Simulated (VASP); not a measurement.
**Br: single point with PBEsol**

Crystal: Br.

```
CELL_PARAMETERS angstrom
2.91033 -1.86168 0.00000
2.91033 1.86168 0.00000
0.00000 0.00000 8.16184
ATOMIC_POSITIONS crystal
Br 0.32142 0.67858 0.37804
Br 0.17858 0.82142 0.87804
Br 0.67858 0.32142 0.62196
Br 0.82142 0.17858 0.12196
```

* Program: VASP 6.6.1
* Task: single point
* Functional: PBEsol
* Potentials or basis: VASP PAW PBE potentials, release 64 (Br)
* Cutoff: 520 eV
* k mesh: 7 × 7 × 3
* Occupations: fermi-dirac, width 0.05 eV
* Spin: no spin polarisation

```yaml
Pressure: 10.1 GPa
Largest_force: 0.017 eV/Å
Band_gap_on_the_k_mesh: 0.90 eV, indirect (least direct gap 1.41 eV)
```

Forces on the atoms (eV/Å):
```
Br   0.000  0.009 -0.014
Br   0.000 -0.009 -0.014
Br   0.000 -0.009  0.014
Br   0.000  0.009  0.014
```

Stress tensor (GPa, compression positive):
```
10.02  0.00  0.00
 0.00 10.11  0.00
 0.00  0.00 10.18
```

Levels at points of the mesh, in eV from the valence-band top:
```
           k point  band 12  band 13  band 14  band 15  band 16  band 17
(0.00, 0.00, 0.00)    -0.83    -0.18     0.00     1.57     2.58     5.48
```

It took 43 s on 1 thread of Intel Xeon 6975P-C, on a shared host, peak memory 0.22 GiB.

Caveat: the PAW data sets were made with another functional, which shifts forces and pressure a little. A k mesh can miss the band edges.
